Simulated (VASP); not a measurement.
# Mg2Si (Fm-3m) in VASP: settings compared

The runs below take Mg2Si through single point, with PBE, PBEsol.

Program: VASP 6.6.1. These are calculated values, not measurements. Logs are shortened: lines on timing, memory, paths and dates and some standing lists are left out, and cuts for length are marked.

## (1) The cell of the first run

It takes space group Fm-3m (No. 225, cubic). Conventional cell: a = 6.465 Å, b = 6.465 Å, c = 6.465 Å, α = 90.00°, β = 90.00°, γ = 90.00°. Within 3.7 Å of Si (site symmetry m-3m) lie 8 Mg at 2.80 Å. Mg (site symmetry -43m) has 4 Si at 2.80 Å and 6 Mg at 3.23 Å within 3.7 Å.

## (2) Single point, PBE

The input, INCAR:

```
PREC = Accurate ; ENCUT = 600
EDIFF = 1E-6 ; ISMEAR = -1
SIGMA = 0.1 ; LREAL = False
LASPH = True ; NELM = 120
ALGO = Normal ; ISIF = 2
LWAVE = False ; LCHARG = False
GGA = PE ; NBANDS = 11
GGA_COMPAT = False
```

The input, KPOINTS:

```
regular mesh
0
Gamma
  5 5 5
```

The input, POSCAR:

```
Mg2Si
1.0
    0.0000000000      3.2327100000      3.2327100000
    3.2327100000      0.0000000000      3.2327100000
    3.2327100000      3.2327100000      0.0000000000
Si Mg
1 2
Direct
    0.0000000000      0.0000000000      0.0000000000
    0.2500000000      0.2500000000      0.2500000000
    0.7500000000      0.7500000000      0.7500000000
```

Potentials or basis: VASP PAW PBE potentials, release 64 (Si, Mg).

Started as:

```
$ cat potpaw_PBE.64/Si/POTCAR potpaw_PBE.64/Mg/POTCAR > POTCAR
$ mpirun -np 1 vasp_std > vasp.out
```

OUTCAR:

```text
PREC = Accurate
   ENCUT = 600
   EDIFF = 1E-6
   ISMEAR = -1
   LREAL = False
   LASPH = True
   NELM = 120
   ISIF = 2
   GGA = PE

 ion  position               nearest neighbor table
   1  0.000  0.000  0.000-   3 2.80   3 2.80   3 2.80   2 2.80   3 2.80   2 2.80   2 2.80   2 2.80

   2  0.250  0.250  0.250-   1 2.80   1 2.80   1 2.80   1 2.80   3 3.23   3 3.23   3 3.23   3 3.23
                             3 3.23   3 3.23
   3  0.750  0.750  0.750-   1 2.80   1 2.80   1 2.80   1 2.80   2 3.23   2 3.23   2 3.23   2 3.23
                             2 3.23   2 3.23

  LATTYP: Found a face centered cubic cell.
 ALAT       =     6.4654200000

  Lattice vectors:

 A1 = (   0.0000000000,   3.2327100000,   3.2327100000)
 A2 = (   3.2327100000,   0.0000000000,   3.2327100000)
 A3 = (   3.2327100000,   3.2327100000,   0.0000000000)

Analysis of symmetry for initial positions (statically):
=====================================================================
 Subroutine PRICEL returns:
 Original cell was already a primitive cell.

 Routine SETGRP: Setting up the symmetry group for a
 face centered cubic supercell.

 Subroutine GETGRP returns: Found 48 space group operations
 (whereof 48 operations were pure point group operations)
 out of a pool of 48 trial point group operations.

The static configuration has the point symmetry O_h .

Analysis of symmetry for dynamics (positions and initial velocities):
=====================================================================
 Subroutine PRICEL returns:
 Original cell was already a primitive cell.

 Routine SETGRP: Setting up the symmetry group for a
 face centered cubic supercell.

 Subroutine GETGRP returns: Found 48 space group operations
 (whereof 48 operations were pure point group operations)
 out of a pool of 48 trial point group operations.

The dynamic configuration has the point symmetry O_h .

 Subroutine INISYM returns: Found 48 space group operations
 (whereof 48 operations are pure point group operations),
 and found     1 'primitive' translations

----------------------------------------------------------------------------------------

                                     Primitive cell

  volume of cell :      67.5663

  direct lattice vectors                    reciprocal lattice vectors
     0.000000000  3.232710000  3.232710000    -0.154668993  0.154668993  0.154668993
     3.232710000  0.000000000  3.232710000     0.154668993 -0.154668993  0.154668993
     3.232710000  3.232710000  0.000000000     0.154668993  0.154668993 -0.154668993

  length of vectors
     4.571742325  4.571742325  4.571742325     0.267894554  0.267894554  0.267894554

  position of ions in fractional coordinates (direct lattice)
     0.000000000  0.000000000  0.000000000
     0.250000000  0.250000000  0.250000000
     0.750000000  0.750000000  0.750000000

  ion indices of the primitive-cell ions
   primitive index   ion index
                 1           1
                 2           2
                 3           3

----------------------------------------------------------------------------------------

 KPOINTS: regular mesh

Automatic generation of k-mesh.
 Grid dimensions read from file:
 generate k-points for:    5    5    5

 Generating k-lattice:

  Cartesian coordinates                     Fractional coordinates (reciprocal lattice)
    -0.030933799  0.030933799  0.030933799     0.200000000  0.000000000  0.000000000
     0.030933799 -0.030933799  0.030933799     0.000000000  0.200000000  0.000000000
     0.030933799  0.030933799 -0.030933799     0.000000000  0.000000000  0.200000000

  Length of vectors
     0.053578911  0.053578911  0.053578911

  Shift w.r.t. Gamma in fractional coordinates (k-lattice)
     0.000000000  0.000000000  0.000000000

 Subroutine IBZKPT returns following result:
 ===========================================

 Found     10 irreducible k-points:

 Following reciprocal coordinates:
            Coordinates               Weight
  0.000000  0.000000  0.000000      1.000000
  0.200000  0.000000  0.000000      8.000000
  0.400000  0.000000  0.000000      8.000000
  0.200000  0.200000  0.000000      6.000000
  0.400000  0.200000  0.000000     24.000000
 -0.400000  0.200000  0.000000     24.000000
 -0.200000  0.200000  0.000000     12.000000
  0.400000  0.400000  0.000000      6.000000
 -0.400000  0.400000  0.000000     12.000000
 -0.400000  0.400000  0.200000     24.000000
   k-points           NKPTS =     10   k-points in BZ     NKDIM =     10   number of bands    NBANDS=     11
   number of dos      NEDOS =    301   number of ions     NIONS =      3
   total plane-waves  NPLWV =  64000
   dimension x,y,z NGX =    40 NGY =   40 NGZ =   40
   dimension x,y,z NGXF=    80 NGYF=   80 NGZF=   80
   ions per type =               1   2
   NGX,Y,Z   is equivalent  to a cutoff of  14.55, 14.55, 14.55 a.u.
   NGXF,Y,Z  is equivalent  to a cutoff of  29.09, 29.09, 29.09 a.u.
 SYSTEM =  unknown system
   PREC   = accura    normal or accurate (medium, high low for compatibility)
   ISTART =      0    job   : 0-new  1-cont  2-samecut
   ICHARG =      2    charge: 1-file 2-atom 10-const
   ISPIN  =      1    spin polarized calculation?
   LNONCOLLINEAR =      F non collinear calculations
   LSORBIT =      F    spin-orbit coupling
   LASPH  =      T    aspherical Exc in radial PAW
   ENCUT  =  600.0 eV  44.10 Ry    6.64 a.u.   9.13  9.13  9.13*2*pi/ulx,y,z
   NELM   =    120;   NELMIN=  2; NELMDL= -5     # of ELM steps
   EDIFF  = 0.1E-05   stopping-criterion for ELM
   LREAL  =      F    real-space projection
   EDIFFG = 0.1E-04   stopping-criterion for IOM
   NSW    =      0    number of steps for IOM
   IBRION =     -1    ionic relax: 0-MD 1-quasi-New 2-CG
   NFREE  =      0    steps in history (QN), initial steepest desc. (CG)
   ISIF   =      2    stress and relaxation
   ISYM   =      2    0-nonsym 1-usesym 2-fastsym
   POTIM  = 0.5000    time-step for ionic-motion
   TEBEG  =    0.0;   TEEND  =   0.0 temperature during run
   PSTRESS=    0.0 pullay stress
   NELECT =       8.0000    total number of electrons
   NUPDOWN=      -1.0000    fix difference up-down
   EMIN   =  10.00;   EMAX   =-10.00  energy-range for DOS
   EFERMI =   0.00;   METHOD = LEGACY
   ISMEAR =    -1;   SIGMA  =   0.10  broadening in eV -4-tet -1-fermi 0-gaus
   EFERMI_NEDOS =   21; number of points for ismear=-14 and -15
   IALGO  =     38    algorithm
   IMIX   =      4    mixing-type and parameters
     AMIX     =   0.40;   BMIX     =  1.00
     AMIX_MAG =   1.60;   BMIX_MAG =  1.00
  volume/ion in A,a.u.               =      22.52       151.99
  Fermi-wavevector in a.u.,A,eV,Ry     =   0.803887  1.519125  8.792541  0.646234
  Thomas-Fermi vector in A             =   1.911839
   LORBIT       =      0    0 simple, 1 ext, 2 COOP (PROOUT), +10 PAW based schemes
   GGA     = PE    functional components
   LHFCALC =     F    Hartree Fock is set to
   AEXX    =    0.0000 exact exchange contribution
   IVDW    =     0    specifies the selected vdW correction
   LEPSILON=     F    determine dielectric tensor
   LRPA    =     F    only Hartree local field effects (RPA)
 non-spin polarized calculation
  energy-cutoff  :      600.00
  volume of cell :       67.57
 maximum number of plane-waves:      2269
 NGX is ok and might be reduce to    40
   NGX = 19   NGY = 19   NGZ = 19

 number of electron       8.0000000 magnetization

 Free energy of the ion-electron system (eV)
  ---------------------------------------------------
  ext. energy  EPLUGINS =         0.00000000
  ---------------------------------------------------
  free energy    TOTEN  =        -8.83629793 eV

  energy without entropy =       -8.82712313  energy(sigma->0) =       -8.83171053

 E-fermi :   3.4391     XC(G=0):  -8.6047

 val. band max:        3.2874226768   @ k =   0.0000   0.0000   0.0000
 cond. band min:       3.7355110294   @ k =   0.4000   0.4000   0.0000
 fundamental gap:      0.4480883526
 Fermi energy:         3.4391037779

 k-point     1 :       0.0000    0.0000    0.0000
  band No.  band energies     occupation
      1      -5.5983      2.00000
      2       3.2874      1.64014
      3       3.2874      1.64014
      4       3.2874      1.64014
      5       4.8484      0.00000
      6       5.7712      0.00000
      7       5.7712      0.00000
      8       5.7712      0.00000
      9       8.8644      0.00000
     10       8.8644      0.00000
     11       9.2400      0.00000

 k-point     2 :       0.2000    0.0000    0.0000
  band No.  band energies     occupation
      1      -5.2646      2.00000
      2       1.1784      2.00000
      3       2.9733      1.98122
      4       2.9733      1.98122
      5       4.9011      0.00000
      6       6.2282      0.00000
      7       6.2282      0.00000
      8       7.2702      0.00000
      9       8.0753      0.00000
     10       8.0753      0.00000
     11       9.3921      0.00000

 k-point     3 :       0.4000    0.0000    0.0000
  band No.  band energies     occupation
      1      -4.4726      2.00000
      2      -0.9304      2.00000
      3       2.6469      1.99928
      4       2.6469      1.99928
      5       4.4019      0.00013
      6       5.8974      0.00000
      7       5.8974      0.00000
      8       8.2542      0.00000
      9       9.7192      0.00000
     10       9.7192      0.00000
     11      10.2280      0.00000

 k-point     4 :       0.2000    0.2000    0.0000
  band No.  band energies     occupation
      1      -5.1517      2.00000
      2       1.4353      2.00000
      3       2.3526      1.99996
      4       2.3526      1.99996
      5       4.7195      0.00001
      6       5.6267      0.00000
      7       7.3151      0.00000
      8       7.3151      0.00000
      9       7.6364      0.00000
     10       9.4242      0.00000
     11      11.2347      0.00000

 k-point     5 :       0.4000    0.2000    0.0000
  band No.  band energies     occupation
      1      -4.4830      2.00000
      2      -0.2198      2.00000
      3       1.4986      2.00000
      4       2.0161      2.00000
      5       4.5565      0.00003
      6       6.0020      0.00000
      7       6.9608      0.00000
      8       7.4258      0.00000
      9      10.1877      0.00000
     10      10.6489      0.00000
     11      10.9122      0.00000

 k-point     6 :      -0.4000    0.2000    0.0000
  band No.  band energies     occupation
      1      -4.0783      2.00000
      2      -0.9464      2.00000
      3       0.8677      2.00000
      4       2.2321      1.99999
      5       4.6753      0.00001
      6       6.5555      0.00000
      7       6.8793      0.00000
      8       8.5296      0.00000
      9       9.3060      0.00000
     10       9.6372      0.00000
     11      10.8561      0.00000

 k-point     7 :      -0.2000    0.2000    0.0000
  band No.  band energies     occupation
      1      -4.7570      2.00000
      2       0.2894      2.00000
      3       1.2067      2.00000
      4       2.8357      1.99522
      5       5.4369      0.00000
      6       6.5972      0.00000
      7       6.7610      0.00000
      8       6.9735      0.00000
      9       7.1646      0.00000
     10      10.8103      0.00000
     11      11.1476      0.00000

 k-point     8 :       0.4000    0.4000    0.0000
  band No.  band energies     occupation
      1      -4.0566      2.00000
      2      -0.5841      2.00000
      3       1.5210      2.00000
      4       1.5210      2.00000
      5       3.7355      0.09815
      6       3.7929      0.05650
      7       9.7821      0.00000
      8       9.7821      0.00000
      9      10.6679      0.00000
     10      11.0953      0.00000
     11      12.6557      0.00000

 k-point     9 :      -0.4000    0.4000    0.0000
  band No.  band energies     occupation
      1      -3.7416      2.00000
      2      -0.7560      2.00000
      3       0.2555      2.00000
      4       1.6107      2.00000
      5       3.8201      0.04333
      6       5.4529      0.00000
      7       9.4227      0.00000
      8       9.5279      0.00000
      9       9.6866      0.00000
     10       9.7246      0.00000
     11      13.3581      0.00000

 k-point    10 :      -0.4000    0.4000    0.2000
  band No.  band energies     occupation
      1      -3.9008      2.00000
      2      -0.4598      2.00000
      3       0.2526      2.00000
      4       1.2291      2.00000
      5       5.6001      0.00000
      6       5.9309      0.00000
      7       6.5056      0.00000
      8       8.8921      0.00000
      9       9.7891      0.00000
     10      10.4324      0.00000
     11      12.7942      0.00000

------------------------ aborting loop because EDIFF is reached ----------------------------------------

  FORCE on cell =-STRESS in cart. coord.  units (eV):
  Direction    XX          YY          ZZ          XY          YZ          ZX
  --------------------------------------------------------------------------------------
  -------------------------------------------------------------------------------------
  Total       -1.0438063     -1.0438063     -1.0438063      0.0000000      0.0000000     -0.0000000
  in kB      -24.7514291    -24.7514291    -24.7514291      0.0000000      0.0000000     -0.0000000
  external PRESSURE =     -24.7514291 kB  Pullay stress =       0.0000000 kB

 VOLUME and BASIS-vectors are now :
 -----------------------------------------------------------------------------
  energy-cutoff  :      600.00
  volume of cell :       67.57
      direct lattice vectors                 reciprocal lattice vectors
     0.000000000  3.232710000  3.232710000    -0.154668993  0.154668993  0.154668993
     3.232710000  0.000000000  3.232710000     0.154668993 -0.154668993  0.154668993
     3.232710000  3.232710000  0.000000000     0.154668993  0.154668993 -0.154668993

 POSITION                                       TOTAL-FORCE (eV/Angst)
 -----------------------------------------------------------------------------------
      0.00000      0.00000      0.00000         0.000000      0.000000      0.000000
      1.61635      1.61635      1.61635        -0.000000     -0.000000     -0.000000
      4.84906      4.84906      4.84906        -0.000000      0.000000     -0.000000
 -----------------------------------------------------------------------------------
    total drift:                               -0.000000      0.000000     -0.000000

  FREE ENERGIE OF THE ION-ELECTRON SYSTEM (eV)
  ---------------------------------------------------
  free  energy   TOTEN  =        -8.8362979312 eV

  energy  without entropy=       -8.8271231285  energy(sigma->0) =       -8.83171053
```

It took 24 s on 1 thread of Intel Xeon 8259CL, shared host; peak memory 0.24 GiB.

Results:

```yaml
Free_energy: -8.8363 eV
Pressure: -2.5 GPa
Band_gap_on_the_k_mesh: 0.45 eV, indirect (least direct gap 1.56 eV)
```

Levels at points of the mesh, in eV from the valence-band top:
```csv
k point,band 1,band 2,band 3,band 4,band 5,band 6,band 7,band 8
"(0.00, 0.00, 0.00)",-8.89,0.00,0.00,0.00,1.56,2.48,2.48,2.48
```

A k mesh can miss the band edges.

[end of part 1 of 2]
